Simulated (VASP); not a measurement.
Input of a VASP 6.6.1 run:

File INCAR:

```
ALGO = Normal
EDIFF = 1E-6
ENCUT = 520
GGA = PE
ISIF = 2
ISMEAR = 0
LASPH = True
LCHARG = True
LELF = True
LREAL = False
LVHAR = True
LWAVE = False
NBANDS = 14
NELM = 60
PREC = Accurate
SIGMA = 0.1
```

The input KPOINTS:

```
k-points
0
Gamma
  4 4 4
```

File POSCAR:

```
Mg3Te
1.0
    4.7441823300      0.0000000000      0.0000000000
    0.0000000000      4.7441823300      0.0000000000
    0.0000000000      0.0000000000      4.7441823300
Mg Te
3 1
Direct
    0.0000000000      0.5000000000      0.5000000000
    0.5000000000      0.0000000000      0.5000000000
    0.5000000000      0.5000000000      0.0000000000
    0.0000000000      0.0000000000      0.0000000000
```

Potentials or basis: VASP PAW PBE potentials, release 64 (Mg, Te).

The run is started by

```bash
$ cat potpaw_PBE.64/Mg/POTCAR potpaw_PBE.64/Te/POTCAR > POTCAR
$ mpirun -np 1 vasp_std > vasp.out
```

Q: Estimate the band gap on the k mesh.

A: Zero (band 6 reaches 4.49 eV, above the bottom of band 7 at 2.18 eV).

Q: Estimate the pressure.

A: -2.9 GPa.

Caveat: spin-orbit coupling is left out, which moves the levels of the heavy elements.
